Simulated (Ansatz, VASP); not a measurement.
# CdTe in VASP and in Ansatz

```
Cd Te
1.0
     0.00000    3.25918    3.25918
     3.25918    0.00000    3.25918
     3.25918    3.25918    0.00000
Cd Te
1 1
Direct
  0.00000 0.00000 0.00000
  0.25000 0.25000 0.25000
```

Alike in both runs: functional r2SCAN; dispersion rVV10; k mesh 8 × 8 × 8; occupations gaussian, width 0.02 eV; no spin polarisation.

Ansatz relaxed the structure, and its values are those at the end. VASP's run is a single point on that final structure, the one shown.

```csv
,VASP,Ansatz
version,VASP 6.6.1,Ansatz 0.2.0
potentials or method,"VASP PAW PBE potentials, release 64 (Cd, Te), cutoff 550 eV","scalar-relativistic, plane waves, PAW"
valence electrons in the cell,18,36
```

Ansatz gave:

```
gap on the k mesh at the Fermi level (eV) : 1.18
least direct gap on the mesh (eV)         : 1.18
pressure (GPa)                            : 0.0
```

Problem. Estimate VASP's values.

Solution. gap on the k mesh at the Fermi level (eV): 1.17; least direct gap on the mesh (eV): 1.17; pressure (GPa): 0.2.

VASP's potentials were made for PBE, not for r2SCAN. VASP's potentials hold 18 valence electrons a cell and Ansatz's 36, so a difference there can come from the potentials and not from the codes.

Spin-orbit coupling is off throughout.
